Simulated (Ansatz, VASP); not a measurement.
**AlNi: VASP beside Ansatz**

Contents of INCAR:

```
SYSTEM = AlNi
ALGO = Fast
EDIFF = 1E-7
ENCUT = 520
GGA = PE
ISIF = 2
ISMEAR = 0
LASPH = .True.
LCHARG = .True.
LELF = .True.
LREAL = .False.
LVHAR = .True.
LWAVE = .False.
NBANDS = 14
NELM = 100
PREC = Accurate
SIGMA = 0.15
```

File KPOINTS:

```
k-points
0
Gamma
  16 16 16
  0 0 0
```

Contents of POSCAR:

```
AlNi
1.0
    2.0085534309     -2.0085201929      0.0000000000
    2.0085534309      2.0085201929      0.0000000000
    0.0000000000      0.0000000000      2.7458000000
Al Ni
1 1
Direct
    0.0000000000      0.0000000000      0.0000000000
    0.5000000000      0.5000000000      0.5000000000
```

Input for Ansatz:

```yaml
crystal:
  lattice:
    - [2.0085534309, -2.0085201929, 0.0]
    - [2.0085534309, 2.0085201929, 0.0]
    - [0.0, 0.0, 2.7458]
  atoms:
    - { symbol: Al, position: [0.0, 0.0, 0.0] }
    - { symbol: Ni, position: [0.5, 0.5, 0.5] }
basis:
  ecutwfc: 520.0
kpoints:
  mp_grid: { grid: [16, 16, 16] }
hamiltonian:
  xc: pbe
  pseudopotentials: { kind: paw, azcp: { folder: soft_1 } }
scf:
  occupations: { method: gaussian, width: 0.15 }
output:
  forces: true
  stress: true
  eigenvalues: true
```

Alike in both runs: task single point; functional PBE; k mesh 16 × 16 × 16; occupations gaussian, width 0.15 eV; no spin polarisation.

|  | VASP | Ansatz |
| --- | --- | --- |
| version | VASP 6.6.1 | Ansatz 0.2.0 |
| potentials or method | VASP PAW PBE potentials, release 64 (Al, Ni), cutoff 520 eV | scalar-relativistic, plane waves, PAW |
| valence electrons in the cell | 13 | 21 |

|  | VASP | Ansatz | Ansatz less VASP |
| --- | --- | --- | --- |
| gap on the k mesh at the Fermi level (eV) | none | none | - |
| pressure (GPa) | 17.2 | 17.2 | -0.04 |
| traceless stress, the component that is largest in VASP (GPa) | 2.65 | 2.59 | -0.059 |

A gap of «none» marks a metal or a gap that the smearing closes. VASP's potentials hold 13 valence electrons a cell and Ansatz's 21, so a difference there can come from the potentials and not from the codes. Ansatz's warnings: near symmetry operations not taken.
